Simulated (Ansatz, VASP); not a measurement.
# HgTe in VASP and in Ansatz

```
CELL_PARAMETERS angstrom
3.79034 0.00000 0.00000
0.00000 3.79034 0.00000
0.00000 0.00000 3.79034
ATOMIC_POSITIONS crystal
Hg 0.00000 0.00000 0.00000
Te 0.50000 0.50000 0.50000
```

Alike in both runs: task single point; functional PBE-based global hybrid; k mesh 4 × 4 × 4; occupations fermi-dirac, width 0.02 eV; no spin polarisation.

|  | VASP | Ansatz |
| --- | --- | --- |
| version | VASP 6.6.1 | Ansatz 0.2.0 |
| potentials or method | VASP PAW PBE potentials, release 64 (Hg, Te) | plane waves |
| plane-wave cutoff (eV) | 520 | 420 |
| valence electrons in the cell | 18 | 36 |

```tsv
	VASP	Ansatz	Ansatz less VASP
pressure (GPa)	0.3	0.3	0.00
```

VASP's potentials were made for PBE, not for PBE-based global hybrid. VASP's potentials hold 18 valence electrons a cell and Ansatz's 36, so a difference there can come from the potentials and not from the codes. Ansatz's warnings: filled band counts differ across k points, stress exchange threshold loose, stress scf threshold loose.

The k mesh is coarse, so the values compare programs but aren't converged. Neither program's run includes spin-orbit coupling.
